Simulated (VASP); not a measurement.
Here is a VASP 6.6.1 calculation.

INCAR

```
SYSTEM = InP
ALGO = Normal
DIPOL = 0.5 0.5 0.501
EDIFF = 1E-6
ENCUT = 400
GGA = PE
GGA_COMPAT = .FALSE.
IDIPOL = 3
ISIF = 2
ISMEAR = 0
LASPH = .TRUE.
LCHARG = .FALSE.
LDIPOL = .TRUE.
LREAL = .FALSE.
LWAVE = .FALSE.
NBANDS = 86
NELM = 120
NELMDL = -8
PREC = Accurate
SIGMA = 0.1
```

File KPOINTS:

```
k-points
0
G
  3 4 1
  0 0 0
```

The input POSCAR:

```
InP
1.0
    7.8351968580      0.0000000000      0.0000000000
    0.0000000000      5.5403208302      0.0000000000
    0.0000000000      0.0000000000     21.8763976435
In P
8 8
Direct
    0.2500000000      0.5000000000      0.3656909209
    0.7500000000      0.5000000000      0.3656909209
    0.5000000000      0.0000000000      0.4552303070
    0.0000000000      0.0000000000      0.4552303070
    0.7500000000      0.5000000000      0.5554586964
    0.2500000000      0.5000000000      0.5554586964
    0.0000000000      0.0000000000      0.6295784999
    0.5000000000      0.0000000000      0.6295784999
    0.2500000000      0.0000000000      0.3656909209
    0.7500000000      0.0000000000      0.3656909209
    0.5000000000      0.5000000000      0.4552303070
    0.0000000000      0.5000000000      0.4552303070
    0.7500000000      0.0000000000      0.5476480853
    0.2500000000      0.0000000000      0.5476480853
    0.0000000000      0.5000000000      0.6366461432
    0.5000000000      0.5000000000      0.6366461432
```

Potentials or basis: VASP PAW PBE potentials, release 64 (In_d, P).

Run with:

```sh
$ cat potpaw_PBE.64/In_d/POTCAR potpaw_PBE.64/P/POTCAR > POTCAR
$ mpirun -np 1 vasp_std > vasp.out
```

**Question.** Predict the band gap on the k mesh.

**Answer.** Zero (bands 72 and 73 overlap by 0.85 eV).

**Question.** Estimate the largest force.

**Answer.** 0.777 eV/Å.

Forces on the atoms (eV/Å):
```
In   0.000  0.000  0.682
In   0.000  0.000  0.682
In   0.000  0.000 -0.777
In   0.000  0.000 -0.777
In   0.000  0.000 -0.002
In   0.000  0.000 -0.002
In   0.000  0.000 -0.013
In   0.000  0.000 -0.013
P    0.000  0.000  0.348
P    0.000  0.000  0.348
P    0.000  0.000 -0.237
P    0.000  0.000 -0.237
P    0.000  0.000 -0.008
P    0.000  0.000 -0.008
P    0.000  0.000  0.007
P    0.000  0.000  0.007
```

Caveat: spin-orbit coupling is left out, which moves the levels of the heavy elements.
